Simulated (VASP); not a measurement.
LaIr2, 6 atoms in the cell. The structure is cubic, space group Fd-3m (No. 227). The conventional cell has a = 7.626 Å, b = 7.626 Å, c = 7.626 Å, α = 90.00°, β = 90.00°, γ = 90.00°. Within 4.2 Å of La (site symmetry -43m) lie 12 Ir at 3.16 Å and 4 La at 3.30 Å. Within 3.6 Å of Ir (site symmetry -3m) lie 6 Ir at 2.70 Å and 6 La at 3.16 Å. 

* Program: VASP 6.6.1
* Task: single point
* Functional: r2SCAN
* Potentials or basis: VASP PAW PBE potentials, release 64 (La, Ir)
* Cutoff: 520 eV
* k mesh: 7 × 7 × 7
* Occupations: fermi-dirac, width 0.1 eV
* Spin: no spin polarisation
* Dipole correction: no
* Further INCAR settings: ALGO = Normal; EDIFF = 1e-07; NBANDS = 38

Potentials or basis: VASP PAW PBE potentials, release 64 (La, Ir).

The run is started by

```bash
$ cat potpaw_PBE.64/La/POTCAR potpaw_PBE.64/Ir/POTCAR > POTCAR
$ cp INCAR.step1 INCAR
$ mpirun -np 1 vasp_std > vasp.out
$ cp INCAR.step2 INCAR
$ mpirun -np 1 vasp_std > vasp.out
```

Hardware: 1 thread of Oxide Virtual Turin-like Processor, with other jobs on the host.

**Question.** Estimate the wall time of this run.

**Answer.** Run time: 10 min on 1 thread of Oxide Virtual Turin-like Processor, with other jobs on the host, peak memory 0.27 GiB. Counts: k points 20.
